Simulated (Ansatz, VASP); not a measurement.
## Re in VASP and in Ansatz

```
CELL_PARAMETERS angstrom
0.00000 1.93659 1.93659
1.93659 0.00000 1.93659
1.93659 1.93659 0.00000
ATOMIC_POSITIONS crystal
Re 0.00000 0.00000 0.00000
```

Alike in both runs: task single point; functional PBE; k mesh 10 × 10 × 10; occupations gaussian, width 0.15 eV; no spin polarisation.

|  | VASP | Ansatz |
| --- | --- | --- |
| version | VASP 6.6.1 | Ansatz 0.2.0 |
| potentials or method | VASP PAW PBE potentials, release 64 (Re), cutoff 520 eV | scalar-relativistic, plane waves, PAW |
| valence electrons in the cell | 7 | 15 |

|  | VASP | Ansatz | Ansatz less VASP |
| --- | --- | --- | --- |
| gap on the k mesh at the Fermi level (eV) | none | none | - |
| pressure (GPa) | 12.1 | 12.5 | +0.34 |

A gap of «none» marks a metal or a gap that the smearing closes. VASP's potentials hold 7 valence electrons a cell and Ansatz's 15, so a difference there can come from the potentials and not from the codes.

Spin-orbit coupling is off throughout.
